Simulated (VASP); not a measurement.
# TaN (CsCl type) (Pm-3m) in VASP: relaxation of cell and atoms with PBE

Aim: the relaxation of cell and atoms of TaN (CsCl type) with PBE.

All numbers are computed with VASP 6.6.1; they aren't measurements. Logs are shortened: lines on timing, memory, paths and dates and some standing lists are left out, and cuts for length are marked.

## 1. The cell of the first run

It takes space group Pm-3m (No. 221, cubic). The conventional cell has a = 2.442 Å, b = 2.442 Å, c = 2.442 Å, α = 90.00°, β = 90.00°, γ = 90.00°. Within 2.8 Å of Ta (site symmetry m-3m) lie 8 N at 2.11 Å and 6 Ta at 2.44 Å. Within 2.8 Å of N (site symmetry m-3m) lie 8 Ta at 2.11 Å and 6 N at 2.44 Å.

## 2. Relaxation of cell and atoms, PBE, target pressure 260 GPa, at which the enthalpy is minimised

INCAR reads:

```
  PREC = Accurate
  ENCUT = 600
  EDIFF = 1E-6
  ISMEAR = -1
  SIGMA = 0.1
  LREAL = False
  LASPH = True
  NELM = 100
  ALGO = Normal
  ISIF = 3
  LWAVE = False
  LCHARG = False
  GGA = PE
  IBRION = 2
  NSW = 60
  EDIFFG = -0.005
  PSTRESS = 2600.0
```

KPOINTS reads:

```
Automatic mesh
0
Gamma
  16 16 16
```

POSCAR reads:

```
TaN
1.0
    2.4418250738      0.0000000000      0.0000000000
    0.0000000000      2.4418250738      0.0000000000
    0.0000000000      0.0000000000      2.4418250738
Ta N
1 1
Direct
    0.0000000000      0.0000000000      0.0000000000
    0.5000000000      0.5000000000      0.5000000000
```

Potentials or basis: VASP PAW PBE potentials, release 64 (Ta_pv, N).

On the command line:

```console
> cat potpaw_PBE.64/Ta_pv/POTCAR potpaw_PBE.64/N/POTCAR > POTCAR
> mpirun -np 1 vasp_std > vasp.out
```

OUTCAR:

```text
PREC = Accurate
   ENCUT = 600
   EDIFF = 1E-6
   ISMEAR = -1
   LREAL = False
   LASPH = True
   NELM = 100
   ISIF = 3
   GGA = PE
   IBRION = 2
   NSW = 60
   EDIFFG = -0.005
   PSTRESS = 2600.0

 ion  position               nearest neighbor table
   1  0.000  0.000  0.000-   2 2.11   2 2.11   2 2.11   2 2.11   2 2.11   2 2.11   2 2.11   2 2.11

   2  0.500  0.500  0.500-   1 2.11   1 2.11   1 2.11   1 2.11   1 2.11   1 2.11   1 2.11   1 2.11

  LATTYP: Found a simple cubic cell.
 ALAT       =     2.4418250738

  Lattice vectors:

 A1 = (   2.4418250738,   0.0000000000,   0.0000000000)
 A2 = (   0.0000000000,   2.4418250738,   0.0000000000)
 A3 = (   0.0000000000,   0.0000000000,   2.4418250738)

Analysis of symmetry for initial positions (statically):
=====================================================================
 Subroutine PRICEL returns:
 Original cell was already a primitive cell.

 Routine SETGRP: Setting up the symmetry group for a
 simple cubic supercell.

 Subroutine GETGRP returns: Found 48 space group operations
 (whereof 48 operations were pure point group operations)
 out of a pool of 48 trial point group operations.

The static configuration has the point symmetry O_h .

Analysis of symmetry for dynamics (positions and initial velocities):
=====================================================================
 Subroutine PRICEL returns:
 Original cell was already a primitive cell.

 Routine SETGRP: Setting up the symmetry group for a
 simple cubic supercell.

 Subroutine GETGRP returns: Found 48 space group operations
 (whereof 48 operations were pure point group operations)
 out of a pool of 48 trial point group operations.

The dynamic configuration has the point symmetry O_h .

 Subroutine INISYM returns: Found 48 space group operations
 (whereof 48 operations are pure point group operations),
 and found     1 'primitive' translations

----------------------------------------------------------------------------------------

                                     Primitive cell

  volume of cell :      14.5594

  direct lattice vectors                    reciprocal lattice vectors
     2.441825074  0.000000000  0.000000000     0.409529745  0.000000000  0.000000000
     0.000000000  2.441825074  0.000000000     0.000000000  0.409529745  0.000000000
     0.000000000  0.000000000  2.441825074     0.000000000  0.000000000  0.409529745

  length of vectors
     2.441825074  2.441825074  2.441825074     0.409529745  0.409529745  0.409529745

  position of ions in fractional coordinates (direct lattice)
     0.000000000  0.000000000  0.000000000
     0.500000000  0.500000000  0.500000000

  ion indices of the primitive-cell ions
   primitive index   ion index
                 1           1
                 2           2

----------------------------------------------------------------------------------------

 KPOINTS: Automatic mesh

Automatic generation of k-mesh.
 Grid dimensions read from file:
 generate k-points for:   16   16   16

 Generating k-lattice:

  Cartesian coordinates                     Fractional coordinates (reciprocal lattice)
     0.025595609  0.000000000  0.000000000     0.062500000  0.000000000  0.000000000
     0.000000000  0.025595609  0.000000000     0.000000000  0.062500000  0.000000000
     0.000000000  0.000000000  0.025595609     0.000000000  0.000000000  0.062500000

  Length of vectors
     0.025595609  0.025595609  0.025595609

  Shift w.r.t. Gamma in fractional coordinates (k-lattice)
     0.000000000  0.000000000  0.000000000

 Subroutine IBZKPT returns following result:
 ===========================================

 Found    165 irreducible k-points:

 Following reciprocal coordinates:
            Coordinates               Weight
  0.000000  0.000000  0.000000      1.000000
  0.062500  0.000000  0.000000      6.000000
  0.125000  0.000000  0.000000      6.000000
  0.187500  0.000000  0.000000      6.000000
  0.250000  0.000000  0.000000      6.000000
  0.312500  0.000000  0.000000      6.000000
[... 16 lines left out ...]
  0.437500  0.125000  0.000000     24.000000
  0.500000  0.125000  0.000000     12.000000
 [... further k-points ...]
   k-points           NKPTS =    165   k-points in BZ     NKDIM =    165   number of bands    NBANDS=     12
   number of dos      NEDOS =    301   number of ions     NIONS =      2
   total plane-waves  NPLWV =   8000
   dimension x,y,z NGX =    20 NGY =   20 NGZ =   20
   dimension x,y,z NGXF=    40 NGYF=   40 NGZF=   40
   ions per type =               1   1
   NGX,Y,Z   is equivalent  to a cutoff of  13.62, 13.62, 13.62 a.u.
   NGXF,Y,Z  is equivalent  to a cutoff of  27.23, 27.23, 27.23 a.u.
 SYSTEM =  unknown system
   PREC   = accura    normal or accurate (medium, high low for compatibility)
   ISTART =      0    job   : 0-new  1-cont  2-samecut
   ICHARG =      2    charge: 1-file 2-atom 10-const
   ISPIN  =      1    spin polarized calculation?
   LNONCOLLINEAR =      F non collinear calculations
   LSORBIT =      F    spin-orbit coupling
   LASPH  =      T    aspherical Exc in radial PAW
   ENCUT  =  600.0 eV  44.10 Ry    6.64 a.u.   4.88  4.88  4.88*2*pi/ulx,y,z
   NELM   =    100;   NELMIN=  2; NELMDL= -5     # of ELM steps
   EDIFF  = 0.1E-05   stopping-criterion for ELM
   LREAL  =      F    real-space projection
   EDIFFG = -.5E-02   stopping-criterion for IOM
   NSW    =     60    number of steps for IOM
   IBRION =      2    ionic relax: 0-MD 1-quasi-New 2-CG
   NFREE  =      1    steps in history (QN), initial steepest desc. (CG)
   ISIF   =      3    stress and relaxation
   ISYM   =      2    0-nonsym 1-usesym 2-fastsym
   POTIM  = 0.5000    time-step for ionic-motion
   TEBEG  =    0.0;   TEEND  =   0.0 temperature during run
   PSTRESS= 2600.0 pullay stress
   NELECT =      16.0000    total number of electrons
   NUPDOWN=      -1.0000    fix difference up-down
   EMIN   =  10.00;   EMAX   =-10.00  energy-range for DOS
   EFERMI =   0.00;   METHOD = LEGACY
   ISMEAR =    -1;   SIGMA  =   0.10  broadening in eV -4-tet -1-fermi 0-gaus
   EFERMI_NEDOS =   21; number of points for ismear=-14 and -15
   IALGO  =     38    algorithm
   IMIX   =      4    mixing-type and parameters
     AMIX     =   0.40;   BMIX     =  1.00
     AMIX_MAG =   1.60;   BMIX_MAG =  1.00
  volume/ion in A,a.u.               =       7.28        49.13
  Fermi-wavevector in a.u.,A,eV,Ry     =   1.689404  3.192511 38.832212  2.854087
  Thomas-Fermi vector in A             =   2.771537
   LORBIT       =      0    0 simple, 1 ext, 2 COOP (PROOUT), +10 PAW based schemes
   GGA     = PE    functional components
   LHFCALC =     F    Hartree Fock is set to
   AEXX    =    0.0000 exact exchange contribution
   IVDW    =     0    specifies the selected vdW correction
   LEPSILON=     F    determine dielectric tensor
   LRPA    =     F    only Hartree local field effects (RPA)
 conjugate gradient relaxation of ions
 non-spin polarized calculation
  energy-cutoff  :      600.00
  volume of cell :       14.56
 maximum number of plane-waves:       500
 NGX is ok and might be reduce to    20
   NGX =  9   NGY =  9   NGZ =  9

--------------------------------------- Ionic step        1  -------------------------------------------

 number of electron      16.0000004 magnetization

 Free energy of the ion-electron system (eV)
  ---------------------------------------------------
  ext. energy  EPLUGINS =         0.00000000
  ---------------------------------------------------
  free energy    TOTEN  =       -17.31409400 eV

  energy without entropy =      -17.30738372  energy(sigma->0) =      -17.31073886

------------------------ aborting loop because EDIFF is reached ----------------------------------------

  FORCE on cell =-STRESS in cart. coord.  units (eV):
  Direction    XX          YY          ZZ          XY          YZ          ZX
  --------------------------------------------------------------------------------------
  -------------------------------------------------------------------------------------
  Total       22.4010204     22.4010204     22.4010204     -0.0000000     -0.0000000     -0.0000000
  in kB     2465.1011111   2465.1011111   2465.1011111     -0.0000000     -0.0000000     -0.0000000
  external PRESSURE =    -134.8988889 kB  Pullay stress =    2600.0000000 kB

 VOLUME and BASIS-vectors are now :
 -----------------------------------------------------------------------------
  energy-cutoff  :      600.00
  volume of cell :       14.56
      direct lattice vectors                 reciprocal lattice vectors
     2.441825074  0.000000000  0.000000000     0.409529745  0.000000000  0.000000000
     0.000000000  2.441825074  0.000000000     0.000000000  0.409529745  0.000000000
     0.000000000  0.000000000  2.441825074     0.000000000  0.000000000  0.409529745
[... 84 lines left out ...]
  FREE ENERGIE OF THE ION-ELECTRON SYSTEM (eV)
  ---------------------------------------------------
  free  energy   TOTEN  =       -17.0763695437 eV

  energy  without entropy=      -17.0699792815  energy(sigma->0) =      -17.07317441

  enthalpy is  TOTEN    =         6.3061263481 eV   P V=       23.3824958918

--------------------------------------- Ionic step        4  -------------------------------------------

 number of electron      16.0000003 magnetization

 Free energy of the ion-electron system (eV)
  ---------------------------------------------------
  ext. energy  EPLUGINS =         0.00000000
  ---------------------------------------------------
  free energy    TOTEN  =       -17.06658867 eV

  energy without entropy =      -17.06021071  energy(sigma->0) =      -17.06339969

 E-fermi :  14.3359     XC(G=0): -15.7934

 val. band max:       14.2690744442   @ k =   0.2500   0.1875   0.0625
 cond. band min:      14.4472158417   @ k =   0.2500   0.2500   0.1250
 fundamental gap:      0.1781413975
 Fermi energy:        14.3359411678

 k-point     1 :       0.0000    0.0000    0.0000
  band No.  band energies     occupation
      1     -20.4805      2.00000
      2     -20.4805      2.00000
      3     -20.4805      2.00000
      4      -7.6685      2.00000
      5       6.6041      2.00000
      6       6.6041      2.00000
      7      10.7367      2.00000
      8      10.7367      2.00000
      9      10.7367      2.00000
     10      20.1187      0.00000
     11      20.1187      0.00000
     12      20.1187      0.00000

 k-point     2 :       0.0625    0.0000    0.0000
  band No.  band energies     occupation
      1     -20.6670      2.00000
      2     -20.4647      2.00000
      3     -20.4647      2.00000
      4      -7.4950      2.00000
      5       6.6648      2.00000
      6       6.6744      2.00000
      7      10.5819      2.00000
      8      10.5819      2.00000
      9      10.6958      2.00000
     10      20.1576      0.00000
     11      20.1828      0.00000
     12      20.1828      0.00000
[... 316 lines left out ...]
 k-point    24 :       0.5000    0.1250    0.0000
  band No.  band energies     occupation
      1     -24.1455      2.00000
      2     -20.6311      2.00000
      3     -19.9979      2.00000
      4      -2.9436      2.00000
      5       1.8906      2.00000
      6       7.0648      2.00000
      7       7.6061      2.00000
      8       9.3123      2.00000
      9      19.7797      0.00000
     10      19.9800      0.00000
     11      21.0147      0.00000
     12      21.2023      0.00000

 [... further k-points ...]

------------------------ aborting loop because EDIFF is reached ----------------------------------------

  FORCE on cell =-STRESS in cart. coord.  units (eV):
  Direction    XX          YY          ZZ          XY          YZ          ZX
  --------------------------------------------------------------------------------------
  -------------------------------------------------------------------------------------
  Total       23.3697923     23.3697923     23.3697923     -0.0000000     -0.0000000      0.0000000
  in kB     2599.6762108   2599.6762108   2599.6762108     -0.0000000     -0.0000000      0.0000000
  external PRESSURE =      -0.3237892 kB  Pullay stress =    2600.0000000 kB

 VOLUME and BASIS-vectors are now :
 -----------------------------------------------------------------------------
  energy-cutoff  :      600.00
  volume of cell :       14.40
      direct lattice vectors                 reciprocal lattice vectors
     2.433037063 -0.000000000 -0.000000000     0.411008946  0.000000000 -0.000000000
    -0.000000000  2.433037063 -0.000000000     0.000000000  0.411008946  0.000000000
     0.000000000 -0.000000000  2.433037063     0.000000000  0.000000000  0.411008946

 POSITION                                       TOTAL-FORCE (eV/Angst)
 -----------------------------------------------------------------------------------
      0.00000      0.00000      0.00000         0.000000      0.000000      0.000000
      1.21652      1.21652      1.21652        -0.000000     -0.000000      0.000000
 -----------------------------------------------------------------------------------
    total drift:                                0.000000      0.000000      0.000000

  FREE ENERGIE OF THE ION-ELECTRON SYSTEM (eV)
  ---------------------------------------------------
  free  energy   TOTEN  =       -17.0665886662 eV

  energy  without entropy=      -17.0602107099  energy(sigma->0) =      -17.06339969

  enthalpy is  TOTEN    =         6.3061142943 eV   P V=       23.3727029605

 reached required accuracy - stopping structural energy minimisation
```

Run time: 40 s. Hardware: 1 thread of Intel Xeon Platinum 8488C (Sapphire Rapids), shared host; peak memory 0.16 GiB.

What came out:

```yaml
Free_energy: -17.0666 eV
Relaxed_volume: 7.20 Å³/atom
Relaxed_cell: a = 2.433 Å, b = 2.433 Å, c = 2.433 Å, α = 90.00°, β = 90.00°, γ = 90.00°
Space_group_after_relaxing_to_0.1_Å: Pm-3m (No. 221)
Energy_change_on_relaxing_the_run_minimises_the_enthalpy: +123.8 meV/atom
Ionic_steps: 4
Pressure_after_relaxing: 260.0 GPa
Band_gap_on_the_k_mesh: zero (bands 8 and 9 overlap by 13.07 eV)
```

The path:
```csv
step,energy change (eV),largest force (eV/Å),pressure (GPa),volume (Å³)
1,0.0000,0.0000,246.51,14.56
2,2.3985,0.0000,374.90,13.31
3,0.2377,0.0000,259.43,14.41
4,0.2475,0.0000,259.97,14.40
```

Final structure:
```
Ta N
1.0
     2.43304    0.00000    0.00000
     0.00000    2.43304    0.00000
     0.00000    0.00000    2.43304
Ta N
1 1
Direct
  0.00000 0.00000 0.00000
  0.50000 0.50000 0.50000
```

Caveat: the cell is relaxed towards a set pressure, so the run minimises the enthalpy, not the energy; spin-orbit coupling is left out, which moves the levels of the heavy elements.
